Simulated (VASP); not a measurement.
# NbP (I4_1md) in VASP: relaxation of cell and atoms with PBEsol+U

Aim: the relaxation of cell and atoms of NbP with PBEsol+U.

Program: VASP 6.6.1. These are calculated values, not measurements. Logs are shortened: lines on timing, memory, paths and dates and some standing lists are left out, and cuts for length are marked.

**1. The cell of the first run**

The structure is tetragonal, space group I4_1md (No. 109). Conventional cell: a = 3.350 Å, b = 3.350 Å, c = 11.480 Å, α = 90.00°, β = 90.00°, γ = 90.00°. Within 3.4 Å of Nb (site symmetry 2mm) lie 6 P at 2.55 Å and 8 Nb at 3.32 to 3.35 Å. Within 3.4 Å of P (site symmetry 2mm) lie 6 Nb at 2.55 Å and 8 P at 3.32 to 3.35 Å.

**2. Relaxation of cell and atoms, PBEsol+U**

Contents of INCAR:

```
SYSTEM = NbP
  PREC = Accurate
  ENCUT = 600
  EDIFF = 1E-7
  ISMEAR = -1
  SIGMA = 0.05
  LREAL = .FALSE.
  LASPH = .TRUE.
  NELM = 150
  ALGO = Normal
  ISIF = 3
  LWAVE = .FALSE.
  LCHARG = .FALSE.
  LMAXMIX = 4
  LDAU = .TRUE.
  LDAUTYPE = 2
  LDAUL = 2 -1
  LDAUU = 6 0
  LDAUJ = 0 0
  LDAUPRINT = 1
  GGA = PS
  IBRION = 2
  NSW = 60
  EDIFFG = -0.01
```

Contents of KPOINTS:

```
Automatic mesh
0
G
  11 11 11
  0 0 0
```

Contents of POSCAR:

```
NbP
1.0
   -1.6749232544      1.6749232544      5.7401081759
    1.6749232544     -1.6749232544      5.7401081759
    1.6749232544      1.6749232544     -5.7401081759
Nb P
2 2
Direct
    0.2498808000      0.7498808000      0.5000000000
    0.4998808000      0.4998808000      0.0000000000
    0.8327477700      0.3327477700      0.5000000000
    0.0827477700      0.0827477700      0.0000000000
```

Potentials or basis: VASP PAW PBE potentials, release 64 (Nb_sv, P).

Run with:

```sh
cat potpaw_PBE.64/Nb_sv/POTCAR potpaw_PBE.64/P/POTCAR > POTCAR
mpirun -np 1 vasp_std > vasp.out
```

OUTCAR:

```text
SYSTEM = NbP
   PREC = Accurate
   ENCUT = 600
   EDIFF = 1E-7
   ISMEAR = -1
   LREAL = .FALSE.
   LASPH = .TRUE.
   NELM = 150
   ISIF = 3
   GGA = PS
   IBRION = 2
   NSW = 60
   EDIFFG = -0.01

 ion  position               nearest neighbor table
   1  0.250  0.750  0.500-   4 2.55   4 2.55   3 2.55   3 2.55   3 2.55   3 2.55
   2  0.500  0.500  0.000-   3 2.55   3 2.55   4 2.55   4 2.55   4 2.55   4 2.55
   3  0.833  0.333  0.500-   2 2.55   2 2.55   1 2.55   1 2.55   1 2.55   1 2.55
   4  0.083  0.083  0.000-   1 2.55   1 2.55   2 2.55   2 2.55   2 2.55   2 2.55

  LATTYP: Found a body centered tetragonal cell.
 ALAT       =     3.3498465088
 C/A-ratio  =     3.4270872775

  Lattice vectors:

 A1 = (  -1.6749232544,   1.6749232544,   5.7401081759)
 A2 = (   1.6749232544,  -1.6749232544,   5.7401081759)
 A3 = (   1.6749232544,   1.6749232544,  -5.7401081759)

Analysis of symmetry for initial positions (statically):
=====================================================================
 Subroutine PRICEL returns:
 Original cell was already a primitive cell.

 Routine SETGRP: Setting up the symmetry group for a
 body centered tetragonal supercell.

 Subroutine GETGRP returns: Found  8 space group operations
 (whereof  4 operations were pure point group operations)
 out of a pool of 16 trial point group operations.

The static configuration has the point symmetry C_2v.
 The point group associated with its full space group is C_4v.

Analysis of symmetry for dynamics (positions and initial velocities):
=====================================================================
 Subroutine PRICEL returns:
 Original cell was already a primitive cell.

 Routine SETGRP: Setting up the symmetry group for a
 body centered tetragonal supercell.

 Subroutine GETGRP returns: Found  8 space group operations
 (whereof  4 operations were pure point group operations)
 out of a pool of 16 trial point group operations.

The dynamic configuration has the point symmetry C_2v.
 The point group associated with its full space group is C_4v.

 Subroutine INISYM returns: Found  8 space group operations
 (whereof  4 operations are pure point group operations),
 and found     1 'primitive' translations

----------------------------------------------------------------------------------------
[... 329 lines left out ...]
  o =  0.2054  v =  0.0000  1.0000  0.0000  0.0000  0.0000  0.0000  0.0000  0.0000  0.0000  0.0000      0.0000  0.0000  0.0000  0.0000  0.0000  0.0000  0.0000  0.0000  0.0000  0.0000
  o =  0.2119  v =  0.0000  0.0000  0.0000  0.0000  0.0000  0.0000  0.0000 -1.0000  0.0000 -0.0024      0.0000  0.0000  0.0000  0.0000  0.0000  0.0000  0.0000  0.0000  0.0000  0.0000
  o =  0.2119  v =  0.0000  0.0000 -1.0000  0.0000 -0.0024  0.0000  0.0000  0.0000  0.0000  0.0000      0.0000  0.0000  0.0000  0.0000  0.0000  0.0000  0.0000  0.0000  0.0000  0.0000

atom =   2  type =  1  l = 2

 onsite density matrix

spin component  1

  0.2048  0.0000  0.0000  0.0000  0.0000
  0.0000  0.1931  0.0000  0.0000  0.0000
  0.0000  0.0000  0.2119  0.0000 -0.0001
  0.0000  0.0000  0.0000  0.2054  0.0000
  0.0000  0.0000 -0.0001  0.0000  0.1821

spin component  2

  0.2048  0.0000  0.0000  0.0000  0.0000
  0.0000  0.1931  0.0000  0.0000  0.0000
  0.0000  0.0000  0.2119  0.0000 -0.0001
  0.0000  0.0000  0.0000  0.2054  0.0000
  0.0000  0.0000 -0.0001  0.0000  0.1821

 occupancies and eigenvectors

  o =  0.1821  v =  0.0000  0.0000 -0.0024  0.0000 -1.0000  0.0000  0.0000  0.0000  0.0000  0.0000      0.0000  0.0000  0.0000  0.0000  0.0000  0.0000  0.0000  0.0000  0.0000  0.0000
  o =  0.1821  v =  0.0000  0.0000  0.0000  0.0000  0.0000  0.0000  0.0000 -0.0024  0.0000 -1.0000      0.0000  0.0000  0.0000  0.0000  0.0000  0.0000  0.0000  0.0000  0.0000  0.0000
  o =  0.1931  v =  0.0000  0.0000  0.0000  0.0000  0.0000  0.0000  1.0000  0.0000  0.0000  0.0000      0.0000  0.0000  0.0000  0.0000  0.0000  0.0000  0.0000  0.0000  0.0000  0.0000
  o =  0.1931  v =  0.0000  1.0000  0.0000  0.0000  0.0000  0.0000  0.0000  0.0000  0.0000  0.0000      0.0000  0.0000  0.0000  0.0000  0.0000  0.0000  0.0000  0.0000  0.0000  0.0000
  o =  0.2048  v =  0.0000  0.0000  0.0000  0.0000  0.0000  1.0000  0.0000  0.0000  0.0000  0.0000      0.0000  0.0000  0.0000  0.0000  0.0000  0.0000  0.0000  0.0000  0.0000  0.0000
  o =  0.2048  v =  1.0000  0.0000  0.0000  0.0000  0.0000  0.0000  0.0000  0.0000  0.0000  0.0000      0.0000  0.0000  0.0000  0.0000  0.0000  0.0000  0.0000  0.0000  0.0000  0.0000
  o =  0.2054  v =  0.0000  0.0000  0.0000  1.0000  0.0000  0.0000  0.0000  0.0000  0.0000  0.0000      0.0000  0.0000  0.0000  0.0000  0.0000  0.0000  0.0000  0.0000  0.0000  0.0000
  o =  0.2054  v =  0.0000  0.0000  0.0000  0.0000  0.0000  0.0000  0.0000  0.0000  1.0000  0.0000      0.0000  0.0000  0.0000  0.0000  0.0000  0.0000  0.0000  0.0000  0.0000  0.0000
  o =  0.2119  v =  0.0000  0.0000 -1.0000  0.0000  0.0024  0.0000  0.0000  0.0000  0.0000  0.0000      0.0000  0.0000  0.0000  0.0000  0.0000  0.0000  0.0000  0.0000  0.0000  0.0000
  o =  0.2119  v =  0.0000  0.0000  0.0000  0.0000  0.0000  0.0000  0.0000 -1.0000  0.0000  0.0024      0.0000  0.0000  0.0000  0.0000  0.0000  0.0000  0.0000  0.0000  0.0000  0.0000

--------------------------------------- Ionic step        5  -------------------------------------------

 number of electron      35.9999999 magnetization

 Free energy of the ion-electron system (eV)
  ---------------------------------------------------
  ext. energy  EPLUGINS =         0.00000000
  ---------------------------------------------------
  free energy    TOTEN  =       -27.38172552 eV

  energy without entropy =      -27.37745199  energy(sigma->0) =      -27.37958876

 E-fermi :  10.9758     XC(G=0): -12.0706

 val. band max:       10.9614803079   @ k =  -0.1818   0.3636   0.1818
 cond. band min:      11.0026265200   @ k =  -0.0909  -0.4545   0.0909
 fundamental gap:      0.0411462121
 Fermi energy:        10.9758184845

 k-point     1 :       0.0000    0.0000    0.0000
  band No.  band energies     occupation
      1     -45.4302      2.00000
      2     -45.3965      2.00000
      3     -21.6031      2.00000
      4     -21.4522      2.00000
      5     -21.4522      2.00000
      6     -21.3102      2.00000
[... 589 lines left out ...]
     21      13.0232      0.00000
     22      13.9982      0.00000

 [... further k-points ...]

------------------------ aborting loop because EDIFF is reached ----------------------------------------

  FORCE on cell =-STRESS in cart. coord.  units (eV):
  Direction    XX          YY          ZZ          XY          YZ          ZX
  --------------------------------------------------------------------------------------
  -------------------------------------------------------------------------------------
  Total        0.0192576      0.0192576     -0.0047411      0.0000000      0.0000000      0.0000000
  in kB        0.4732616      0.4732616     -0.1165146      0.0000000      0.0000000      0.0000000
  external PRESSURE =       0.2766695 kB  Pullay stress =       0.0000000 kB
[... 19 lines left out ...]
  FREE ENERGIE OF THE ION-ELECTRON SYSTEM (eV)
  ---------------------------------------------------
  free  energy   TOTEN  =       -27.3817255206 eV

  energy  without entropy=      -27.3774519905  energy(sigma->0) =      -27.37958876

 reached required accuracy - stopping structural energy minimisation
```

OSZICAR:

```text
N       E                     dE             d eps       ncg     rms          rms(c)
DAV:   1     0.399812086138E+03    0.39981E+03   -0.20840E+04  5544   0.182E+03
DAV:   2     0.298894801689E+01   -0.39682E+03   -0.39002E+03  7186   0.648E+02
DAV:   3    -0.287682939455E+02   -0.31757E+02   -0.31386E+02 10066   0.135E+02
[... 54 lines left out ...]
DAV:   4    -0.273817249852E+02   -0.40331E-06   -0.71227E-06  7124   0.227E-02    0.347E-03
DAV:   5    -0.273817252126E+02   -0.22748E-06   -0.10645E-06  7920   0.852E-03    0.168E-03
DAV:   6    -0.273817254037E+02   -0.19109E-06   -0.15335E-07  5046   0.506E-03    0.652E-04
DAV:   7    -0.273817255065E+02   -0.10281E-06   -0.96004E-08  4932   0.322E-03    0.313E-04
DAV:   8    -0.273817255206E+02   -0.14082E-07   -0.32533E-08  4848   0.301E-03
   5 F= -.27381726E+02 E0= -.27379589E+02  d E =-.319646E-04
```

It took 80 min on 1 thread of Oxide Virtual Turin-like, shared host; peak memory 0.46 GiB.

What came out:

```
Free energy                           : -27.3817 eV
Relaxed volume                        : 16.30 Å³/atom
Relaxed cell                          : a = 6.228 Å, b = 6.228 Å, c = 6.228 Å, α = 148.64°, β = 148.64°, γ = 44.94°
Space group after relaxing (to 0.1 Å) : I4_1md (No. 109)
Energy gained by relaxing             : 1.6 meV/atom
Ionic steps                           : 5
Pressure after relaxing               : 0.0 GPa
Largest force after relaxing          : 0.005 eV/Å
Band gap on the k mesh                : zero (bands 18 and 19 overlap by 0.06 eV)
```

Forces in eV/Å, atoms in the order of the input:
```
Nb   0.000  0.000  0.005
Nb   0.000  0.000  0.005
P    0.000  0.000 -0.005
P    0.000  0.000 -0.005
```

The path:
```
step  energy change (eV)  largest force (eV/Å)  pressure (GPa)  volume (Å³)
   1              0.0000                0.0010            2.52        64.41
   2              0.0172                0.0124           -4.58        66.80
   3             -0.0064                0.0046           -0.03        65.22
   4             -0.0064                0.0045            0.02        65.20
   5             -0.0064                0.0055            0.03        65.19
```

Final structure:
```xyz
4
Lattice="-1.6829 1.6829 5.7548 1.6829 -1.6829 5.7548 1.6829 1.6829 -5.7548" Properties=species:S:1:pos:R:3 pbc="T T T"
Nb    1.6829    0.0000    2.8762
Nb    1.6829    1.6829   -0.0012
P     0.0000    1.6829    3.8296
P     0.0000    0.0000    0.9522
```

Eigenvalues of the final occupation matrices:
| site | spin | trace | eigenvalues |
| --- | --- | --- | --- |
| site 1 d | 1 | 1.00 | 0.18 0.19 0.20 0.21 0.21 |
| site 1 d | 2 | 1.00 | 0.18 0.19 0.20 0.21 0.21 |
| site 2 d | 1 | 1.00 | 0.18 0.19 0.20 0.21 0.21 |
| site 2 d | 2 | 1.00 | 0.18 0.19 0.20 0.21 0.21 |

Caveat: the PAW data sets were made with another functional, which shifts forces and pressure a little; U without spin polarisation on a metal has little footing; the U is typed as a test and isn't derived for this compound.

The gap in the log of VASP goes by the Fermi energy; the results here count the filled bands.